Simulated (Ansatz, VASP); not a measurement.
Two plane-wave programs on Ag

```
CELL_PARAMETERS angstrom
0.00000 2.00077 2.00077
2.00077 0.00000 2.00077
2.00077 2.00077 0.00000
ATOMIC_POSITIONS crystal
Ag 0.00000 0.00000 0.00000
```

Alike in both runs: functional LDA; k mesh 16 × 16 × 16; occupations gaussian, width 0.1 eV; no spin polarisation.

Ansatz relaxed the structure, and its values are those at the end. VASP's run is a single point on that final structure, the one shown.

```csv
,VASP,Ansatz
version,VASP 6.6.1,Ansatz 0.2.0
potentials or method,"VASP PAW LDA potentials, release 64 (Ag), cutoff 520 eV","scalar-relativistic, plane waves, PAW"
valence electrons in the cell,11,19
```

Ansatz gave:

- gap on the k mesh at the Fermi level (eV): none
- pressure (GPa): 0.0

Question: What did VASP give for the same quantities?

Answer: gap on the k mesh at the Fermi level (eV): none; pressure (GPa): 0.1.

Ansatz warns that its potentials were made for another functional, while VASP's fit it. LDA's correlation is that of Perdew and Zunger in VASP and of Perdew and Wang (1992) in Ansatz. A gap of «none» marks a metal or a gap that the smearing closes. VASP's potentials hold 11 valence electrons a cell and Ansatz's 19, so a difference there can come from the potentials and not from the codes.
